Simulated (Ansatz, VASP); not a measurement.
Two plane-wave programs on Sn2TeS3

```
Sn Te S
1.0
     3.94677    0.00000    0.00000
     0.00000    3.94677    0.00000
     0.00000    0.00000   12.49749
Sn Te S
2 1 3
Direct
  0.00000 0.00000 0.33344
  0.00000 0.00000 0.66656
  0.00000 0.00000 0.00000
  0.50000 0.50000 0.17872
  0.50000 0.50000 0.50000
  0.50000 0.50000 0.82128
```

Change from the starting cell: species swapped into the Pr3MgAl2 type (P4/mmm, No. 123).

Alike in both runs: task relaxation of cell and atoms; functional PBE; k mesh 4 × 4 × 2; occupations gaussian, width 0.1 eV; no spin polarisation.

|  | VASP | Ansatz |
| --- | --- | --- |
| version | VASP 6.6.1 | Ansatz 0.2.0 |
| potentials or method | VASP PAW PBE potentials, release 64 (Sn_d, Te, S), cutoff 600 eV | scalar-relativistic, plane waves, PAW |
| valence electrons in the cell | 52 | 62 |

Ansatz gave:

```
gap on the k mesh at the Fermi level, each at its own relaxed structure (eV) : none
relaxed volume (Å³/atom)                                                     : 21.95
relaxed cell length with the largest relative difference (Å)                 : 10.538
```

Question: Estimate VASP's values.

Answer: gap on the k mesh at the Fermi level, each at its own relaxed structure (eV): none; relaxed volume (Å³/atom): 21.95; relaxed cell length with the largest relative difference (Å): 10.551.

A gap of «none» marks a metal or a gap that the smearing closes. VASP's potentials hold 52 valence electrons a cell and Ansatz's 62, so a difference there can come from the potentials and not from the codes.

The k mesh is coarse, so the values compare programs but aren't converged. Neither program's run includes spin-orbit coupling. Noted on VASP's run: the volume moved by over 15 % at a fixed basis, so the end points are rough.
